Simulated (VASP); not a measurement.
The system is Al2Pt.

```
CELL_PARAMETERS angstrom
6.02805 0.00000 0.00000
0.00000 6.02805 0.00000
0.00000 0.00000 2.76606
ATOMIC_POSITIONS crystal
Al 0.66308 0.83692 0.50000
Al 0.33692 0.16308 0.50000
Al 0.16308 0.66308 0.50000
Al 0.83692 0.33692 0.50000
Pt 0.00000 0.00000 0.00000
Pt 0.50000 0.50000 0.00000
```

The cell was built from a structure type or drawn by symmetry, and may not be a known phase.

| Property | Result |
| --- | --- |
| Program | VASP 6.6.1 |
| Task | relaxation of cell and atoms |
| Functional | PBE |
| Potentials or basis | VASP PAW PBE potentials, release 64 (Al, Pt) |
| Cutoff | 600 eV |
| k mesh | 6 × 6 × 14 |
| Occupations | gaussian, width 0.1 eV |
| Spin | no spin polarisation |

At the start: pressure 0.2 GPa; volume 16.75 Å³/atom.

Question: Where does the relaxation end?

Answer: Over 11 steps the energy falls by 2.7 meV/atom and the volume is 16.76 Å³/atom (+0.1 %); space group P4/mbm (No. 127, to 0.1 Å) before and after.

The path:
```csv
step,energy change (eV),largest force (eV/Å),pressure (GPa),volume (Å³)
1,0.0000,0.0264,0.19,100.51
2,-0.0069,0.0416,-0.28,100.80
3,-0.0109,0.0681,-0.87,101.18
4,-0.0142,0.0610,0.07,100.45
5,-0.0142,0.0602,0.13,100.38
6,-0.0142,0.0600,0.16,100.35
7,-0.0148,0.0522,0.17,100.39
8,-0.0160,0.0300,0.04,100.51
9,-0.0153,0.0111,-0.16,100.75
10,-0.0162,0.0172,0.00,100.59
11,-0.0164,0.0074,0.01,100.58
```

Final structure:
```
Al Pt
1.0
     5.95315    0.00000    0.00000
     0.00000    5.95315    0.00000
     0.00000    0.00000    2.83817
Al Pt
4 2
Direct
  0.66575 0.83425 0.50000
  0.33425 0.16575 0.50000
  0.16575 0.66575 0.50000
  0.83425 0.33425 0.50000
  0.00000 0.00000 0.00000
  0.50000 0.50000 0.00000
```
